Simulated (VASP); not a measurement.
# BeMo (P6_3/mmc) in VASP: single point with r2SCAN

Aim: the single point of BeMo with r2SCAN.

Program: VASP 6.6.1. These are calculated values, not measurements. Logs are shortened: lines on timing, memory, paths and dates and some standing lists are left out, and cuts for length are marked.

### 1 The cell of the first run

It takes space group P6_3/mmc (No. 194, hexagonal). Conventional cell: a = 3.891 Å, b = 3.891 Å, c = 4.542 Å, α = 90.00°, β = 90.00°, γ = 120.00°. Within 3.0 Å of Be (site symmetry -6m2) lie 5 Mo at 2.25 to 2.27 Å. Within 3.0 Å of Mo (site symmetry -6m2) lie 5 Be at 2.25 to 2.27 Å.

### 2 Single point, r2SCAN

POSCAR

```
BeMo
1.0
    1.9455952419      3.3698698099      0.0000000000
   -1.9455952419      3.3698698099      0.0000000000
    0.0000000000      0.0000000000      4.5416728806
Be Mo
2 2
Direct
    0.3333333333      0.3333333333      0.4375001146
    0.6666666667      0.6666666667     -0.0624998854
    0.3333333333      0.3333333333      0.9374998854
    0.6666666667      0.6666666667      0.4374998854
```

INCAR.step1

```
PREC = Accurate ; ENCUT = 520
ISMEAR = -1 ; SIGMA = 0.1
LREAL = False ; LASPH = True
NELM = 100 ; NBANDS = 24
GGA = PE ; ALGO = Normal
EDIFF = 1E-4 ; LWAVE = True
LCHARG = False
```

INCAR.step2

```
PREC = Accurate ; ENCUT = 520
EDIFF = 1E-6 ; ISMEAR = -1
SIGMA = 0.1 ; LREAL = False
LASPH = True ; NELM = 100
ALGO = Normal ; ISIF = 2
LWAVE = False ; LCHARG = False
METAGGA = R2SCAN ; LMIXTAU = True
NBANDS = 24 ; ISTART = 1
```

KPOINTS

```
regular mesh
0
Gamma
  11 11 6
```

Potentials or basis: VASP PAW PBE potentials, release 64 (Be, Mo_sv).

Run with:

```bash
$ cat potpaw_PBE.64/Be/POTCAR potpaw_PBE.64/Mo_sv/POTCAR > POTCAR
$ cp INCAR.step1 INCAR
$ mpirun -np 1 vasp_std > vasp.out
$ cp INCAR.step2 INCAR
$ mpirun -np 1 vasp_std > vasp.out
```

OUTCAR:

```text
PREC = Accurate
   ENCUT = 520
   EDIFF = 1E-6
   ISMEAR = -1
   LREAL = False
   LASPH = True
   NELM = 100
   ISIF = 2
   METAGGA = R2SCAN
   ISTART = 1

 ion  position               nearest neighbor table
   1  0.333  0.333  0.438-   4 2.25   4 2.25   4 2.25   3 2.27   3 2.27
   2  0.667  0.667  0.938-   3 2.25   3 2.25   3 2.25   4 2.27   4 2.27
   3  0.333  0.333  0.937-   2 2.25   2 2.25   2 2.25   1 2.27   1 2.27   4 3.19   4 3.19   4 3.19
                             4 3.19   4 3.19   4 3.19
   4  0.667  0.667  0.437-   1 2.25   1 2.25   1 2.25   2 2.27   2 2.27   3 3.19   3 3.19   3 3.19
                             3 3.19   3 3.19   3 3.19

  LATTYP: Found a hexagonal cell.
 ALAT       =     3.8911904838
 C/A-ratio  =     1.1671679656

  Lattice vectors:

 A1 = (   1.9455952419,  -3.3698698099,   0.0000000000)
 A2 = (   1.9455952419,   3.3698698099,   0.0000000000)
 A3 = (   0.0000000000,   0.0000000000,   4.5416728806)

Analysis of symmetry for initial positions (statically):
=====================================================================
 Subroutine PRICEL returns:
 Original cell was already a primitive cell.

 Routine SETGRP: Setting up the symmetry group for a
 hexagonal supercell.

 Subroutine GETGRP returns: Found 24 space group operations
 (whereof  6 operations were pure point group operations)
 out of a pool of 24 trial point group operations.

The static configuration has the point symmetry C_3v.
 The point group associated with its full space group is D_6h.

Analysis of symmetry for dynamics (positions and initial velocities):
=====================================================================
 Subroutine PRICEL returns:
 Original cell was already a primitive cell.

 Routine SETGRP: Setting up the symmetry group for a
 hexagonal supercell.

 Subroutine GETGRP returns: Found 24 space group operations
 (whereof  6 operations were pure point group operations)
 out of a pool of 24 trial point group operations.

The dynamic configuration has the point symmetry C_3v.
 The point group associated with its full space group is D_6h.

 Subroutine INISYM returns: Found 24 space group operations
 (whereof  6 operations are pure point group operations),
 and found     1 'primitive' translations

----------------------------------------------------------------------------------------

                                     Primitive cell

  volume of cell :      59.5541
[... 92 lines left out ...]
   NELM   =    100;   NELMIN=  2; NELMDL=  0     # of ELM steps
   EDIFF  = 0.1E-05   stopping-criterion for ELM
   LREAL  =      F    real-space projection
   EDIFFG = 0.1E-04   stopping-criterion for IOM
   NSW    =      0    number of steps for IOM
   IBRION =     -1    ionic relax: 0-MD 1-quasi-New 2-CG
   NFREE  =      0    steps in history (QN), initial steepest desc. (CG)
   ISIF   =      2    stress and relaxation
   ISYM   =      2    0-nonsym 1-usesym 2-fastsym
   POTIM  = 0.5000    time-step for ionic-motion
   TEBEG  =    0.0;   TEEND  =   0.0 temperature during run
   PSTRESS=    0.0 pullay stress
   NELECT =      32.0000    total number of electrons
   NUPDOWN=      -1.0000    fix difference up-down
   EMIN   =  10.00;   EMAX   =-10.00  energy-range for DOS
   EFERMI =   0.00;   METHOD = LEGACY
   ISMEAR =    -1;   SIGMA  =   0.10  broadening in eV -4-tet -1-fermi 0-gaus
   EFERMI_NEDOS =   21; number of points for ismear=-14 and -15
   IALGO  =     38    algorithm
   IMIX   =      4    mixing-type and parameters
     AMIX     =   0.40;   BMIX     =  1.00
     AMIX_MAG =   1.60;   BMIX_MAG =  1.00
  volume/ion in A,a.u.               =      14.89       100.47
  Fermi-wavevector in a.u.,A,eV,Ry     =   1.330927  2.515088 24.100918  1.771367
  Thomas-Fermi vector in A             =   2.459977
   LORBIT       =      0    0 simple, 1 ext, 2 COOP (PROOUT), +10 PAW based schemes
   METAGGA = R2SCAN    functional components
   LHFCALC =     F    Hartree Fock is set to
   AEXX    =    0.0000 exact exchange contribution
   IVDW    =     0    specifies the selected vdW correction
   LEPSILON=     F    determine dielectric tensor
   LRPA    =     F    only Hartree local field effects (RPA)
 non-spin polarized calculation
  energy-cutoff  :      520.00
  volume of cell :       59.55
 maximum number of plane-waves:      1625
 NGX is ok and might be reduce to    30
   NGX = 15   NGY = 15   NGZ = 17

 number of electron      32.0000004 magnetization

 Free energy of the ion-electron system (eV)
  ---------------------------------------------------
  ext. energy  EPLUGINS =         0.00000000
  ---------------------------------------------------
  free energy    TOTEN  =       -56.37683794 eV

  energy without entropy =      -56.29669986  energy(sigma->0) =      -56.33676890

 E-fermi :   6.3406     XC(G=0): -11.8531

 val. band max:        6.3283725593   @ k =  -0.4545   0.2727   0.1667
 cond. band min:       6.3536365830   @ k =   0.1818   0.0909   0.1667
 fundamental gap:      0.0252640237
 Fermi energy:         6.3406466917

 k-point     1 :       0.0000    0.0000    0.0000
  band No.  band energies     occupation
      1     -55.8097      2.00000
      2     -55.7513      2.00000
      3     -29.2758      2.00000
      4     -29.2758      2.00000
      5     -29.2135      2.00000
      6     -29.1409      2.00000
[... 637 lines left out ...]
     23      14.3032      0.00000
     24      14.8475      0.00000

 [... further k-points ...]

------------------------ aborting loop because EDIFF is reached ----------------------------------------

  FORCE on cell =-STRESS in cart. coord.  units (eV):
  Direction    XX          YY          ZZ          XY          YZ          ZX
  --------------------------------------------------------------------------------------
  -------------------------------------------------------------------------------------
  Total        0.1148550      0.1148550      0.1789935      0.0000000     -0.0000000      0.0000000
  in kB        3.0899340      3.0899340      4.8154443      0.0000000     -0.0000000      0.0000000
  external PRESSURE =       3.6651041 kB  Pullay stress =       0.0000000 kB

 VOLUME and BASIS-vectors are now :
 -----------------------------------------------------------------------------
  energy-cutoff  :      520.00
  volume of cell :       59.55
      direct lattice vectors                 reciprocal lattice vectors
     1.945595242  3.369869810  0.000000000     0.256990760  0.148373685  0.000000000
    -1.945595242  3.369869810  0.000000000    -0.256990760  0.148373685  0.000000000
     0.000000000  0.000000000  4.541672881     0.000000000  0.000000000  0.220183185

 POSITION                                       TOTAL-FORCE (eV/Angst)
 -----------------------------------------------------------------------------------
      0.00000      2.24658      1.98698         0.000000      0.000000      0.000000
      0.00000      4.49316      4.25782         0.000000     -0.000000      0.000000
      0.00000      2.24658      4.25782        -0.000000     -0.000000     -0.000000
      0.00000      4.49316      1.98698        -0.000000      0.000000      0.000000
 -----------------------------------------------------------------------------------
    total drift:                                0.000000      0.000000      0.003852

  FREE ENERGIE OF THE ION-ELECTRON SYSTEM (eV)
  ---------------------------------------------------
  free  energy   TOTEN  =       -56.3768379438 eV

  energy  without entropy=      -56.2966998583  energy(sigma->0) =      -56.33676890
```

Wall time 3.2 min (1 thread of AMD EPYC 9R14 (Zen 4), shared host); peak memory 0.2 GiB.

What came out:

| Property | Result |
| --- | --- |
| Free energy | -56.3768 eV |
| Pressure | 0.4 GPa |
| Band gap on the k mesh | zero (bands 16 and 17 overlap by 0.45 eV) |

Levels at points of the mesh, in eV from the Fermi level:
```tsv
k point	band 12	band 13	band 14	band 15	band 16	band 17	band 18	band 19	band 20	band 21
(0.00, 0.00, 0.00)	-1.66	-1.44	-1.44	-0.50	-0.50	0.38	0.95	2.24	2.24	7.71
(0.00, 0.00, 0.50)	-2.28	-2.28	-2.28	-1.48	-1.48	1.98	1.98	1.98	1.98	10.03
```

Caveat: the PAW data sets were made with another functional, which shifts forces and pressure a little.
